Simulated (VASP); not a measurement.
# Pt (P6_3/mmc) in VASP: notebook

The runs below take Pt through single point, with LDA.

Program: VASP 6.6.1. These are calculated values, not measurements. Logs are shortened: lines on timing, memory, paths and dates and some standing lists are left out, and cuts for length are marked.

### 1 The cell of the first run

It takes space group P6_3/mmc (No. 194, hexagonal). The conventional cell has a = 2.748 Å, b = 2.748 Å, c = 4.746 Å, α = 90.00°, β = 90.00°, γ = 120.00°. Pt (site symmetry -6m2) has 12 Pt at 2.75 to 2.85 Å within 3.6 Å.

This isn't the form of Pt at room conditions, which is fcc.

### 2 Single point, LDA, collinear spin (15.52 Å³/atom)

INCAR reads:

```
SYSTEM = Pt
  PREC = Accurate
  ENCUT = 520
  EDIFF = 1E-6
  ISMEAR = 0
  SIGMA = 0.15
  LREAL = .FALSE.
  LASPH = .TRUE.
  NELM = 150
  ALGO = Normal
  ISIF = 2
  LWAVE = .FALSE.
  LCHARG = .TRUE.
  ISPIN = 2
  MAGMOM = 0.5 0.5
  LORBIT = 11
  NUPDOWN = 1.0
  LMAXMIX = 4
  LELF = .TRUE.
  LVHAR = .TRUE.
  NBANDS = 21
```

KPOINTS reads:

```
Automatic mesh
0
G
  21 21 10
  0 0 0
```

POSCAR reads:

```
Pt
1.0
    2.7483013709      0.0000000000      0.0000000000
   -1.3741506854      2.3800988044      0.0000000000
    0.0000000000      0.0000000000      4.7455915265
Pt
2
Direct
    0.6666666667      0.3333333333      0.7500000000
    0.3333333333      0.6666666667      0.2500000000
```

Potentials or basis: VASP PAW LDA potentials, release 64 (Pt).

Command:

```bash
$ cat potpaw_LDA.64/Pt/POTCAR > POTCAR
$ mpirun -np 1 vasp_std > vasp.out
```

OUTCAR:

```text
SYSTEM = Pt
   PREC = Accurate
   ENCUT = 520
   EDIFF = 1E-6
   ISMEAR = 0
   LREAL = .FALSE.
   LASPH = .TRUE.
   NELM = 150
   ISIF = 2
   ISPIN = 2
   LORBIT = 11
   NUPDOWN = 1.0

 ion  position               nearest neighbor table
   1  0.667  0.333  0.750-   2 2.85   2 2.85   2 2.85   2 2.85   2 2.85   2 2.85
   2  0.333  0.667  0.250-   1 2.85   1 2.85   1 2.85   1 2.85   1 2.85   1 2.85

  LATTYP: Found a hexagonal cell.
 ALAT       =     2.7483013709
 C/A-ratio  =     1.7267362221

  Lattice vectors:

 A1 = (   2.7483013709,   0.0000000000,   0.0000000000)
 A2 = (  -1.3741506854,   2.3800988044,   0.0000000000)
 A3 = (   0.0000000000,   0.0000000000,   4.7455915265)

Analysis of symmetry for initial positions (statically):
=====================================================================
 Subroutine PRICEL returns:
 Original cell was already a primitive cell.

 Routine SETGRP: Setting up the symmetry group for a
 hexagonal supercell.

 Subroutine GETGRP returns: Found 24 space group operations
 (whereof 12 operations were pure point group operations)
 out of a pool of 24 trial point group operations.

The static configuration has the point symmetry D_3d.
 The point group associated with its full space group is D_6h.

Analysis of symmetry for dynamics (positions and initial velocities):
=====================================================================
 Subroutine PRICEL returns:
 Original cell was already a primitive cell.

 Routine SETGRP: Setting up the symmetry group for a
 hexagonal supercell.

 Subroutine GETGRP returns: Found 24 space group operations
 (whereof 12 operations were pure point group operations)
 out of a pool of 24 trial point group operations.

The dynamic configuration has the point symmetry D_3d.
 The point group associated with its full space group is D_6h.

Analysis of structural, dynamic, and magnetic symmetry:
=====================================================================
 Subroutine PRICEL returns:
 Original cell was already a primitive cell.

 Routine SETGRP: Setting up the symmetry group for a
 hexagonal supercell.

 Subroutine GETGRP returns: Found 24 space group operations
 (whereof 12 operations were pure point group operations)
 out of a pool of 24 trial point group operations.

The overall configuration has the point symmetry D_3d.
 The point group associated with its full space group is D_6h.

 Subroutine INISYM returns: Found 24 space group operations
[... 110 lines left out ...]
   EMIN   =  10.00;   EMAX   =-10.00  energy-range for DOS
   EFERMI =   0.00;   METHOD = LEGACY
   ISMEAR =     0;   SIGMA  =   0.15  broadening in eV -4-tet -1-fermi 0-gaus
   EFERMI_NEDOS =   21; number of points for ismear=-14 and -15
   IALGO  =     38    algorithm
   IMIX   =      4    mixing-type and parameters
     AMIX     =   0.40;   BMIX     =  1.00
     AMIX_MAG =   1.60;   BMIX_MAG =  1.00
  volume/ion in A,a.u.               =      15.52       104.74
  Fermi-wavevector in a.u.,A,eV,Ry     =   1.413953  2.671983 27.201620  1.999263
  Thomas-Fermi vector in A             =   2.535545
   LORBIT       =     11    0 simple, 1 ext, 2 COOP (PROOUT), +10 PAW based schemes
   GGA     = CA    functional components
   LHFCALC =     F    Hartree Fock is set to
   AEXX    =    0.0000 exact exchange contribution
   IVDW    =     0    specifies the selected vdW correction
   LEPSILON=     F    determine dielectric tensor
   LRPA    =     F    only Hartree local field effects (RPA)
 spin polarized calculation
 Gauss-broadening in eV      SIGMA  =   0.15
  energy-cutoff  :      520.00
  volume of cell :       31.04
 maximum number of plane-waves:       848
   NGX = 11   NGY = 11   NGZ = 17

 number of electron      20.0000000 magnetization       1.0000000

 Free energy of the ion-electron system (eV)
  ---------------------------------------------------
  ext. energy  EPLUGINS =         0.00000000
  ---------------------------------------------------
  free energy    TOTEN  =       -14.79468992 eV

  energy without entropy =      -14.76257013  energy(sigma->0) =      -14.77863003

 E-fermi :  10.4608     XC(G=0): -13.5161

 val. band max:       10.7414833188   @ k =   0.2857   0.1905   0.4000
 cond. band min:      10.4621203063   @ k =   0.2381   0.0952   0.3000
 fundamental gap:     -0.2793630125
 Fermi energy:        10.7470882439

 spin component 1

 k-point     1 :       0.0000    0.0000    0.0000
  band No.  band energies     occupation
      1       0.6037      1.00000
      2       3.2388      1.00000
      3       6.3769      1.00000
      4       6.9200      1.00000
      5       6.9200      1.00000
      6       7.3032      1.00000
[... 565 lines left out ...]
     20      31.5990      0.00000
     21      32.4145      0.00000

 [... further k-points ...]

 spin component 2

 k-point     1 :       0.0000    0.0000    0.0000
  band No.  band energies     occupation
      1       0.7110      1.00000
      2       3.4337      1.00000
      3       6.6587      1.00000
      4       7.1917      1.00000
      5       7.1917      1.00000
      6       7.5812      1.00000
[... 565 lines left out ...]
     20      31.7248      0.00000
     21      32.5600      0.00000

 [... further k-points ...]
[... 5 lines left out ...]
  --------------------------------------------------------------------------------------
  -------------------------------------------------------------------------------------
  Total       -1.7090740     -1.7090740     -2.3493236     -0.0000000      0.0000000      0.0000000
  in kB      -88.2107981    -88.2107981   -121.2561359     -0.0000000      0.0000000      0.0000000
  external PRESSURE =     -99.2259107 kB  Pullay stress =       0.0000000 kB

 VOLUME and BASIS-vectors are now :
 -----------------------------------------------------------------------------
  energy-cutoff  :      520.00
  volume of cell :       31.04
      direct lattice vectors                 reciprocal lattice vectors
     2.748301371  0.000000000  0.000000000     0.363861115  0.210075312  0.000000000
    -1.374150685  2.380098804  0.000000000     0.000000000  0.420150625  0.000000000
     0.000000000  0.000000000  4.745591527     0.000000000  0.000000000  0.210721887

 POSITION                                       TOTAL-FORCE (eV/Angst)
 -----------------------------------------------------------------------------------
      1.37415      0.79337      3.55919        -0.000000      0.000000     -0.000000
     -0.00000      1.58673      1.18640         0.000000      0.000000      0.000000
 -----------------------------------------------------------------------------------
    total drift:                               -0.000000      0.000000     -0.000000

  FREE ENERGIE OF THE ION-ELECTRON SYSTEM (eV)
  ---------------------------------------------------
  free  energy   TOTEN  =       -14.7946899195 eV

  energy  without entropy=      -14.7625701340  energy(sigma->0) =      -14.77863003

 total charge

# of ion       s       p       d       tot
------------------------------------------
    1        0.629   0.579   8.031   9.238
    2        0.629   0.579   8.031   9.238
--------------------------------------------------
tot          1.257   1.158  16.061  18.476

 magnetization (x)

# of ion       s       p       d       tot
------------------------------------------
    1        0.004   0.000   0.487   0.491
    2        0.004   0.000   0.487   0.491
--------------------------------------------------
tot          0.007   0.001   0.975   0.983
```

OSZICAR:

```text
N       E                     dE             d eps       ncg     rms          rms(c)
DAV:   1     0.104838118541E+03    0.10484E+03   -0.97674E+03 24208   0.892E+02
DAV:   2    -0.131257951762E+02   -0.11796E+03   -0.11074E+03 27605   0.221E+02
DAV:   3    -0.156386333790E+02   -0.25128E+01   -0.24887E+01 28607   0.313E+01
DAV:   4    -0.156517777917E+02   -0.13144E-01   -0.13143E-01 27662   0.245E+00
DAV:   5    -0.156519178635E+02   -0.14007E-03   -0.14007E-03 28762   0.265E-01    0.179E+01
DAV:   6    -0.148796460553E+02    0.77227E+00   -0.98637E-01 26062   0.805E+00    0.925E+00
DAV:   7    -0.148033513152E+02    0.76295E-01   -0.13000E-01 27913   0.293E+00    0.390E+00
DAV:   8    -0.147970564749E+02    0.62948E-02   -0.39313E-03 27392   0.410E-01    0.161E+00
DAV:   9    -0.147946838777E+02    0.23726E-02   -0.43140E-03 27062   0.500E-01    0.225E-01
DAV:  10    -0.147946861421E+02   -0.22644E-05   -0.53342E-05 27662   0.539E-02    0.242E-02
DAV:  11    -0.147946893834E+02   -0.32413E-05   -0.12387E-06 23349   0.832E-03    0.156E-02
DAV:  12    -0.147946899195E+02   -0.53608E-06   -0.29749E-07 14586   0.361E-03
   1 F= -.14794690E+02 E0= -.14778630E+02  d E =-.321198E-01  mag=     1.0000
```

Run time: 92 s. Hardware: 1 thread of Intel Xeon 6975P-C (Granite Rapids), shared host; peak memory 0.33 GiB.

Results:

- Free energy: -14.7947 eV
- Pressure: -9.9 GPa
- Net moment: 1.00 μB per cell
- Site moments: Pt +0.49 μB
- Valence electrons inside the program's atomic spheres: Pt 9.24

Stress tensor (GPa, compression positive):
```
 -8.82   0.00   0.00
  0.00  -8.82   0.00
  0.00   0.00 -12.13
```

Caveat: the cell stands under tension; spin-orbit coupling is left out, which moves the levels of the heavy elements; the total moment is fixed, so each spin has its own Fermi level.

### 3 Single point, LDA, collinear spin (14.85 Å³/atom)

This run uses another cell than the first one, of 14.85 Å³/atom.

INCAR reads:

```
PREC = Accurate
ENCUT = 520
EDIFF = 1E-6
ISMEAR = 0
SIGMA = 0.15
LREAL = False
LASPH = True
NELM = 150
ALGO = Fast
ISIF = 2
LWAVE = False
LCHARG = True
ISPIN = 2
MAGMOM = 0.5 0.5
LORBIT = 11
NUPDOWN = 1.0
LMAXMIX = 4
GGA = CA
LELF = True
LVHAR = True
NBANDS = 21
```

KPOINTS reads:

```
Automatic mesh
0
Gamma
  21 21 10
```

POSCAR reads:

```
Pt
1.0
    2.7082945876      0.0000000000      0.0000000000
   -1.3541472938      2.3454519138      0.0000000000
    0.0000000000      0.0000000000      4.6765103647
Pt
2
Direct
    0.6666666667      0.3333333333      0.7500000000
    0.3333333333      0.6666666667      0.2500000000
```

Potentials or basis: VASP PAW LDA potentials, release 64 (Pt).

Command:

```bash
$ cat potpaw_LDA.64/Pt/POTCAR > POTCAR
$ mpirun -np 1 vasp_std > vasp.out
```

OUTCAR:

```text
PREC = Accurate
   ENCUT = 520
   EDIFF = 1E-6
   ISMEAR = 0
   LREAL = False
   LASPH = True
   NELM = 150
   ISIF = 2
   ISPIN = 2
   LORBIT = 11
   NUPDOWN = 1.0
   GGA = CA

 ion  position               nearest neighbor table
   1  0.667  0.333  0.750-   2 2.81   2 2.81   2 2.81   2 2.81   2 2.81   2 2.81
   2  0.333  0.667  0.250-   1 2.81   1 2.81   1 2.81   1 2.81   1 2.81   1 2.81

  LATTYP: Found a hexagonal cell.
 ALAT       =     2.7082945876
 C/A-ratio  =     1.7267362222

  Lattice vectors:

 A1 = (   2.7082945876,   0.0000000000,   0.0000000000)
 A2 = (  -1.3541472938,   2.3454519138,   0.0000000000)
 A3 = (   0.0000000000,   0.0000000000,   4.6765103647)

Analysis of symmetry for initial positions (statically):
=====================================================================
 Subroutine PRICEL returns:
 Original cell was already a primitive cell.

 Routine SETGRP: Setting up the symmetry group for a
 hexagonal supercell.

 Subroutine GETGRP returns: Found 24 space group operations
 (whereof 12 operations were pure point group operations)
[... 768 lines left out ...]

 spin component 2

 k-point     1 :       0.0000    0.0000    0.0000
  band No.  band energies     occupation
      1       1.0740      1.00000
      2       3.8318      1.00000
      3       7.2102      1.00000
      4       7.7815      1.00000
      5       7.7815      1.00000
      6       8.2026      1.00000
[... 565 lines left out ...]
     20      33.0592      0.00000
     21      34.0068      0.00000

 [... further k-points ...]
[... 5 lines left out ...]
  --------------------------------------------------------------------------------------
  -------------------------------------------------------------------------------------
  Total        0.7405485      0.7405485     -0.2419468     -0.0000000     -0.0000000      0.0000000
  in kB       39.9410768     39.9410768    -13.0492677     -0.0000000     -0.0000000      0.0000000
  external PRESSURE =      22.2776286 kB  Pullay stress =       0.0000000 kB

 VOLUME and BASIS-vectors are now :
 -----------------------------------------------------------------------------
  energy-cutoff  :      520.00
  volume of cell :       29.71
      direct lattice vectors                 reciprocal lattice vectors
     2.708294588  0.000000000  0.000000000     0.369236052  0.213178534  0.000000000
    -1.354147294  2.345451914  0.000000000     0.000000000  0.426357068  0.000000000
     0.000000000  0.000000000  4.676510365     0.000000000  0.000000000  0.213834659

 POSITION                                       TOTAL-FORCE (eV/Angst)
 -----------------------------------------------------------------------------------
      1.35415      0.78182      3.50738         0.000000      0.000000      0.000000
     -0.00000      1.56363      1.16913        -0.000000     -0.000000     -0.000000
 -----------------------------------------------------------------------------------
    total drift:                               -0.000000      0.000000     -0.000000

  FREE ENERGIE OF THE ION-ELECTRON SYSTEM (eV)
  ---------------------------------------------------
  free  energy   TOTEN  =       -14.8282439422 eV

  energy  without entropy=      -14.7980090905  energy(sigma->0) =      -14.81312652

 total charge

# of ion       s       p       d       tot
------------------------------------------
    1        0.652   0.635   8.068   9.355
    2        0.652   0.635   8.068   9.355
--------------------------------------------------
tot          1.305   1.269  16.136  18.710

 magnetization (x)

# of ion       s       p       d       tot
------------------------------------------
    1        0.004   0.001   0.485   0.490
    2        0.004   0.001   0.485   0.490
--------------------------------------------------
tot          0.008   0.002   0.971   0.981
```

It took 2.6 min on 1 thread of AMD EPYC 9R45 (Zen 5), shared host; peak memory 0.29 GiB.

What came out:

| Quantity | Value |
| --- | --- |
| Free energy | -14.8282 eV |
| Pressure | 2.2 GPa |
| Net moment | 1.00 μB per cell |
| Site moments | Pt +0.49 μB |
| Valence electrons inside the program's atomic spheres | Pt 9.36 |

Caveat: spin-orbit coupling is left out, which moves the levels of the heavy elements; the total moment is fixed, so each spin has its own Fermi level.
